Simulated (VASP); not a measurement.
Write the native input for VASP 6.6.1 that does the following.

| Quantity | Value |
| --- | --- |
| Task | single point |
| Functional | PBEsol |
| Potentials or basis | VASP PAW PBE potentials, release 64 (Rb_sv, Br) |
| Cutoff | 520 eV |
| k mesh | 6 × 6 × 6 |
| Occupations | gaussian, width 0.05 eV |
| Spin | no spin polarisation |
| Dipole correction | no |
| Further INCAR settings | ALGO = Normal; EDIFF = 1e-06; NBANDS = 15 |

The structure of RbBr lies in POSCAR:

```
RbBr
1.0
    0.0000000000      3.4275000000      3.4275000000
    3.0847500000      0.0000000000      3.4275000000
    3.0847500000      3.4275000000      0.0000000000
Rb Br
1 1
Direct
    0.0000000000      0.0000000000      0.0000000000
    0.5000000000      0.5000000000      0.5000000000
```

This cell differs from its parent crystal: strain -0.1000 x Voigt [1, 0, 0, 0, 0, 0].

One way to write it, as run:

INCAR

```
PREC = Accurate
ENCUT = 520
EDIFF = 1E-6
ISMEAR = 0
SIGMA = 0.05
LREAL = False
LASPH = True
NELM = 60
ALGO = Normal
ISIF = 2
LWAVE = False
LCHARG = True
GGA = PS
LELF = True
LVHAR = True
NBANDS = 15
```

KPOINTS

```
Automatic mesh
0
Gamma
  6 6 6
```

Potentials or basis: VASP PAW PBE potentials, release 64 (Rb_sv, Br).

Command:

```sh
$ cat potpaw_PBE.64/Rb_sv/POTCAR potpaw_PBE.64/Br/POTCAR > POTCAR
$ mpirun -np 1 vasp_std > vasp.out
```

It gave:

```
Pressure               : 2.7 GPa
Band gap on the k mesh : 4.21 eV, direct
```

Caveat: the cell differs from its parent crystal (strain -0.1000 x Voigt [1, 0, 0, 0, 0, 0]); the PAW data sets were made with another functional, which shifts forces and pressure a little.

Wall time 36 s on 1 thread of Intel(R) Xeon(R) Platinum 8259CL CPU @ 2.50GHz (Skylake/Cascade Lake), on a shared host, peak memory 0.21 GiB.
